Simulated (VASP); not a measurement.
# Ga4SnGe11 (a cell with a defect) in VASP: single point with PBE

Aim: the single point of Ga4SnGe11 (a cell with a defect) with PBE.

Everything below comes from runs of VASP 6.6.1. Logs are shortened: lines on timing, memory, paths and dates and some standing lists are left out, and cuts for length are marked.

## (1) The cell of the first run

The cell holds a defect, 16 atoms: a = 8.557 Å, b = 8.557 Å, c = 4.278 Å, α = 90.00°, β = 90.00°, γ = 90.00°.

## (2) Single point, PBE

The input, INCAR:

```
SYSTEM = Ga4SnGe11
  PREC = Accurate
  ENCUT = 410
  EDIFF = 1E-6
  ISMEAR = 0
  SIGMA = 0.1
  LREAL = .FALSE.
  LASPH = .TRUE.
  NELM = 120
  ALGO = Normal
  ISIF = 2
  LWAVE = .FALSE.
  LCHARG = .TRUE.
  GGA = PE
  LELF = .TRUE.
  LVHAR = .TRUE.
  NBANDS = 124
  GGA_COMPAT = .FALSE.
```

The input, KPOINTS:

```
Automatic mesh
0
G
  2 2 3
  0 0 0
```

The input, POSCAR:

```
Ga4SnGe11
1.0
    8.5569320000      0.0000000000      0.0000000000
    0.0000000000      8.5569320000      0.0000000000
    0.0000000000      0.0000000000      4.2784660000
Ga Ge Sn
4 11 1
Direct
    0.0000000000      0.0000000000      0.0000000000
    0.0000000000      0.5000000000      0.0000000000
    0.5000000000      0.0000000000      0.0000000000
    0.5000000000      0.5000000000      0.0000000000
    0.0000000000      0.2500000000      0.5000000000
    0.2500000000      0.0000000000      0.5000000000
    0.0000000000      0.7500000000      0.5000000000
    0.2500000000      0.5000000000      0.5000000000
    0.2500000000      0.7500000000      0.0000000000
    0.5000000000      0.2500000000      0.5000000000
    0.7500000000      0.0000000000      0.5000000000
    0.7500000000      0.2500000000      0.0000000000
    0.5000000000      0.7500000000      0.5000000000
    0.7500000000      0.5000000000      0.5000000000
    0.7500000000      0.7500000000      0.0000000000
    0.2500000000      0.2500000000      0.0000000000
```

Potentials or basis: VASP PAW PBE potentials, release 64 (Ga_d, Ge_d, Sn_d).

On the command line:

```bash
> cat potpaw_PBE.64/Ga_d/POTCAR potpaw_PBE.64/Ge_d/POTCAR potpaw_PBE.64/Sn_d/POTCAR > POTCAR
> mpirun -np 1 vasp_std > vasp.out
```

OUTCAR:

```text
SYSTEM = Ga4SnGe11
   PREC = Accurate
   ENCUT = 410
   EDIFF = 1E-6
   ISMEAR = 0
   LREAL = .FALSE.
   LASPH = .TRUE.
   NELM = 120
   ISIF = 2
   GGA = PE

 ion  position               nearest neighbor table
   1  0.000  0.000  0.000-  16 3.03
   2  0.000  0.500  0.000-  16 3.03
   3  0.500  0.000  0.000-  16 3.03
   4  0.500  0.500  0.000-  16 3.03
   5  0.000  0.250  0.500-  16 3.03  16 3.03
   6  0.250  0.000  0.500-  16 3.03  16 3.03
   7  0.000  0.750  0.500-
   8  0.250  0.500  0.500-  16 3.03  16 3.03
   9  0.250  0.750  0.000-
  10  0.500  0.250  0.500-  16 3.03  16 3.03
  11  0.750  0.000  0.500-
  12  0.750  0.250  0.000-
  13  0.500  0.750  0.500-
  14  0.750  0.500  0.500-
  15  0.750  0.750  0.000-
  16  0.250  0.250  0.000-   1 3.03   2 3.03   3 3.03   4 3.03   5 3.03   6 3.03   8 3.03  10 3.03
                             5 3.03   6 3.03   8 3.03  10 3.03

  LATTYP: Found a simple tetragonal cell.
 ALAT       =     8.5569320000
 C/A-ratio  =     0.5000000000

  Lattice vectors:

 A1 = (   8.5569320000,   0.0000000000,   0.0000000000)
 A2 = (   0.0000000000,   8.5569320000,   0.0000000000)
 A3 = (   0.0000000000,   0.0000000000,   4.2784660000)

Analysis of symmetry for initial positions (statically):
=====================================================================
 Subroutine PRICEL returns:
 Original cell was already a primitive cell.

 Routine SETGRP: Setting up the symmetry group for a
 simple tetragonal supercell.

 Subroutine GETGRP returns: Found 16 space group operations
 (whereof  4 operations were pure point group operations)
 out of a pool of 16 trial point group operations.

The static configuration has the point symmetry C_2v.
 The point group associated with its full space group is D_4h.

Analysis of symmetry for dynamics (positions and initial velocities):
=====================================================================
 Subroutine PRICEL returns:
 Original cell was already a primitive cell.

 Routine SETGRP: Setting up the symmetry group for a
 simple tetragonal supercell.

 Subroutine GETGRP returns: Found 16 space group operations
 (whereof  4 operations were pure point group operations)
 out of a pool of 16 trial point group operations.

The dynamic configuration has the point symmetry C_2v.
 The point group associated with its full space group is D_4h.

 Subroutine INISYM returns: Found 16 space group operations
 (whereof  4 operations are pure point group operations),
 and found     1 'primitive' translations

----------------------------------------------------------------------------------------

                                     Primitive cell

  volume of cell :     313.2739

  direct lattice vectors                    reciprocal lattice vectors
     8.556932000  0.000000000  0.000000000     0.116864315  0.000000000  0.000000000
     0.000000000  8.556932000  0.000000000     0.000000000  0.116864315  0.000000000
     0.000000000  0.000000000  4.278466000     0.000000000  0.000000000  0.233728631

  length of vectors
     8.556932000  8.556932000  4.278466000     0.116864315  0.116864315  0.233728631

  position of ions in fractional coordinates (direct lattice)
     0.000000000  0.000000000  0.000000000
     0.000000000  0.500000000  0.000000000
     0.500000000  0.000000000  0.000000000
     0.500000000  0.500000000  0.000000000
     0.000000000  0.250000000  0.500000000
     0.250000000  0.000000000  0.500000000
[... 8 lines left out ...]
     0.750000000  0.750000000  0.000000000
     0.250000000  0.250000000  0.000000000

  ion indices of the primitive-cell ions
   primitive index   ion index
                 1           1
                 2           2
                 3           3
                 4           4
                 5           5
                 6           6
[... 8 lines left out ...]
                15          15
                16          16

----------------------------------------------------------------------------------------

 KPOINTS: Automatic mesh

Automatic generation of k-mesh.
 Grid dimensions read from file:
 generate k-points for:    2    2    3

 Generating k-lattice:

  Cartesian coordinates                     Fractional coordinates (reciprocal lattice)
     0.058432158  0.000000000  0.000000000     0.500000000  0.000000000  0.000000000
     0.000000000  0.058432158  0.000000000     0.000000000  0.500000000  0.000000000
     0.000000000  0.000000000  0.077909544     0.000000000  0.000000000  0.333333333

  Length of vectors
     0.058432158  0.058432158  0.077909544

  Shift w.r.t. Gamma in fractional coordinates (k-lattice)
     0.000000000  0.000000000  0.000000000

 Subroutine IBZKPT returns following result:
 ===========================================

 Found      6 irreducible k-points:

 Following reciprocal coordinates:
            Coordinates               Weight
  0.000000  0.000000  0.000000      1.000000
  0.500000  0.000000  0.000000      2.000000
  0.500000  0.500000  0.000000      1.000000
  0.000000  0.000000  0.333333      2.000000
  0.500000  0.000000  0.333333      4.000000
  0.500000  0.500000  0.333333      2.000000
   k-points           NKPTS =      6   k-points in BZ     NKDIM =      6   number of bands    NBANDS=    124
   number of dos      NEDOS =    301   number of ions     NIONS =     16
   total plane-waves  NPLWV = 100800
   dimension x,y,z NGX =    60 NGY =   60 NGZ =   28
   dimension x,y,z NGXF=   120 NGYF=  120 NGZF=   56
   ions per type =               4  11   1
   NGX,Y,Z   is equivalent  to a cutoff of  11.66, 11.66, 10.88 a.u.
   NGXF,Y,Z  is equivalent  to a cutoff of  23.31, 23.31, 21.76 a.u.
 SYSTEM =  Ga4SnGe11
   PREC   = accura    normal or accurate (medium, high low for compatibility)
   ISTART =      0    job   : 0-new  1-cont  2-samecut
   ICHARG =      2    charge: 1-file 2-atom 10-const
   ISPIN  =      1    spin polarized calculation?
   LNONCOLLINEAR =      F non collinear calculations
   LSORBIT =      F    spin-orbit coupling
   LASPH  =      T    aspherical Exc in radial PAW
   ENCUT  =  410.0 eV  30.13 Ry    5.49 a.u.  14.13 14.13  7.06*2*pi/ulx,y,z
   NELM   =    120;   NELMIN=  2; NELMDL= -5     # of ELM steps
   EDIFF  = 0.1E-05   stopping-criterion for ELM
   LREAL  =      F    real-space projection
[... 7 lines left out ...]
   TEBEG  =    0.0;   TEEND  =   0.0 temperature during run
   PSTRESS=    0.0 pullay stress
   NELECT =     220.0000    total number of electrons
   NUPDOWN=      -1.0000    fix difference up-down
   EMIN   =  10.00;   EMAX   =-10.00  energy-range for DOS
   EFERMI =   0.00;   METHOD = LEGACY
   ISMEAR =     0;   SIGMA  =   0.10  broadening in eV -4-tet -1-fermi 0-gaus
   EFERMI_NEDOS =   21; number of points for ismear=-14 and -15
   IALGO  =     38    algorithm
   IMIX   =      4    mixing-type and parameters
     AMIX     =   0.40;   BMIX     =  1.00
     AMIX_MAG =   1.60;   BMIX_MAG =  1.00
  volume/ion in A,a.u.               =      19.58       132.13
  Fermi-wavevector in a.u.,A,eV,Ry     =   1.455150  2.749834 28.809797  2.117460
  Thomas-Fermi vector in A             =   2.572218
   LORBIT       =      0    0 simple, 1 ext, 2 COOP (PROOUT), +10 PAW based schemes
   GGA     = PE    functional components
   LHFCALC =     F    Hartree Fock is set to
   AEXX    =    0.0000 exact exchange contribution
   IVDW    =     0    specifies the selected vdW correction
   LEPSILON=     F    determine dielectric tensor
   LRPA    =     F    only Hartree local field effects (RPA)
 non-spin polarized calculation
 Gauss-broadening in eV      SIGMA  =   0.10
  energy-cutoff  :      410.00
  volume of cell :      313.27
 maximum number of plane-waves:      5920
 NGX is ok and might be reduce to    60
   NGX = 29   NGY = 29   NGZ = 15

 number of electron     219.9999733 magnetization

 Free energy of the ion-electron system (eV)
  ---------------------------------------------------
  ext. energy  EPLUGINS =         0.00000000
  ---------------------------------------------------
  free energy    TOTEN  =       -61.52453579 eV

  energy without entropy =      -61.48206411  energy(sigma->0) =      -61.50329995

 E-fermi :   6.6031     XC(G=0): -11.1020

 val. band max:        6.5875276007   @ k =   0.5000   0.0000   0.0000
 cond. band min:       6.6426728085   @ k =   0.0000   0.0000   0.0000
 fundamental gap:      0.0551452078
 Fermi energy:         6.6030766181

 k-point     1 :       0.0000    0.0000    0.0000
  band No.  band energies     occupation
      1     -18.2681      2.00000
      2     -18.2681      2.00000
      3     -18.2636      2.00000
      4     -18.2636      2.00000
      5     -18.2587      2.00000
      6     -18.2548      2.00000
[... 114 lines left out ...]
    121       9.2332      0.00000
    122       9.2333      0.00000

 k-point     2 :       0.5000    0.0000    0.0000
  band No.  band energies     occupation
      1     -18.2672      2.00000
      2     -18.2670      2.00000
      3     -18.2646      2.00000
      4     -18.2575      2.00000
      5     -18.2523      2.00000
      6     -18.2519      2.00000
[... 114 lines left out ...]
    121       8.9496      0.00000
    122       9.0507      0.00000

 k-point     3 :       0.5000    0.5000    0.0000
  band No.  band energies     occupation
      1     -18.2705      2.00000
      2     -18.2624      2.00000
      3     -18.2606      2.00000
      4     -18.2541      2.00000
      5     -18.2528      2.00000
      6     -18.2528      2.00000
[... 114 lines left out ...]
    121       8.7093      0.00000
    122       8.7107      0.00000

 k-point     4 :       0.0000    0.0000    0.3333
  band No.  band energies     occupation
      1     -18.2519      2.00000
      2     -18.2502      2.00000
      3     -18.2502      2.00000
      4     -18.2487      2.00000
      5     -18.2434      2.00000
      6     -18.2434      2.00000
[... 114 lines left out ...]
    121       8.3046      0.00000
    122       9.1275      0.00000

 k-point     5 :       0.5000    0.0000    0.3333
  band No.  band energies     occupation
      1     -18.2518      2.00000
      2     -18.2506      2.00000
      3     -18.2453      2.00000
      4     -18.2452      2.00000
      5     -18.2444      2.00000
      6     -18.2440      2.00000
[... 114 lines left out ...]
    121       9.8985      0.00000
    122       9.9226      0.00000

 k-point     6 :       0.5000    0.5000    0.3333
  band No.  band energies     occupation
      1     -18.2550      2.00000
      2     -18.2485      2.00000
      3     -18.2462      2.00000
      4     -18.2460      2.00000
      5     -18.2460      2.00000
      6     -18.2416      2.00000
[... 114 lines left out ...]
    121       9.9540      0.00000
    122       9.9574      0.00000
 [bands above 122 left out]

------------------------ aborting loop because EDIFF is reached ----------------------------------------

  FORCE on cell =-STRESS in cart. coord.  units (eV):
  Direction    XX          YY          ZZ          XY          YZ          ZX
  --------------------------------------------------------------------------------------
  -------------------------------------------------------------------------------------
  Total       -0.2073922     -0.2073922      5.7814572     -0.0000000     -0.0000000     -0.0000000
  in kB       -1.0606663     -1.0606663     29.5681157     -0.0000000     -0.0000000     -0.0000000
  external PRESSURE =       9.1489277 kB  Pullay stress =       0.0000000 kB

 VOLUME and BASIS-vectors are now :
 -----------------------------------------------------------------------------
  energy-cutoff  :      410.00
  volume of cell :      313.27
      direct lattice vectors                 reciprocal lattice vectors
     8.556932000  0.000000000  0.000000000     0.116864315  0.000000000  0.000000000
     0.000000000  8.556932000  0.000000000     0.000000000  0.116864315  0.000000000
     0.000000000  0.000000000  4.278466000     0.000000000  0.000000000  0.233728631

 POSITION                                       TOTAL-FORCE (eV/Angst)
 -----------------------------------------------------------------------------------
      0.00000      0.00000      0.00000        -0.199683     -0.199683      0.000000
      0.00000      4.27847      0.00000        -0.199683      0.199683     -0.000000
      4.27847      0.00000      0.00000         0.199683     -0.199683      0.000000
      4.27847      4.27847      0.00000         0.199683      0.199683     -0.000000
      0.00000      2.13923      2.13923        -0.321971     -0.000000      0.000000
      2.13923      0.00000      2.13923         0.000000     -0.321971     -0.000000
[... 8 lines left out ...]
      6.41770      6.41770      0.00000         0.000000     -0.000000     -0.000000
      2.13923      2.13923      0.00000         0.000000      0.000000     -0.000000
 -----------------------------------------------------------------------------------
    total drift:                                0.000000     -0.000000     -0.000000

  FREE ENERGIE OF THE ION-ELECTRON SYSTEM (eV)
  ---------------------------------------------------
  free  energy   TOTEN  =       -61.5245357880 eV

  energy  without entropy=      -61.4820641113  energy(sigma->0) =      -61.50329995
```

Run time: 4.4 min. Hardware: 1 thread of Intel Xeon Platinum 8259CL at 2.50GHz (Skylake/Cascade Lake), shared host; peak memory 0.37 GiB.

What came out:

* Free energy: -61.5245 eV
* Pressure: 0.9 GPa
* Largest force: 0.322 eV/Å
* Band gap on the k mesh: zero (bands 110 and 111 overlap by 0.87 eV)

Forces on the atoms (eV/Å):
```
Ga  -0.200 -0.200  0.000
Ga  -0.200  0.200  0.000
Ga   0.200 -0.200  0.000
Ga   0.200  0.200  0.000
Ge  -0.322  0.000  0.000
Ge   0.000 -0.322  0.000
Ge  -0.028  0.000  0.000
Ge   0.000  0.322  0.000
Ge   0.000  0.000  0.000
Ge   0.322  0.000  0.000
Ge   0.000 -0.028  0.000
Ge   0.000  0.000  0.000
Ge   0.028  0.000  0.000
Ge   0.000  0.028  0.000
Ge   0.000  0.000  0.000
Sn   0.000  0.000  0.000
```

Levels at points of the mesh, in eV from the Fermi level:
```
           k point  band 107  band 108  band 109  band 110  band 111  band 112  band 113  band 114
(0.00, 0.00, 0.00)     -1.40     -0.56     -0.26     -0.26     -0.09     -0.09      0.04      0.07
(0.50, 0.00, 0.00)     -0.97     -0.89     -0.02      0.11      0.74      0.75      0.76      0.81
(0.50, 0.50, 0.00)     -0.48     -0.48     -0.12     -0.12     -0.06      0.46      0.87      0.97
```

Caveat: the k points lie up to 0.49 Å⁻¹ apart, too coarse for converged energies and pressures of a metal; spin-orbit coupling is left out, which moves the levels of the heavy elements.

The gap in the log of VASP goes by the Fermi energy; the results here count the filled bands.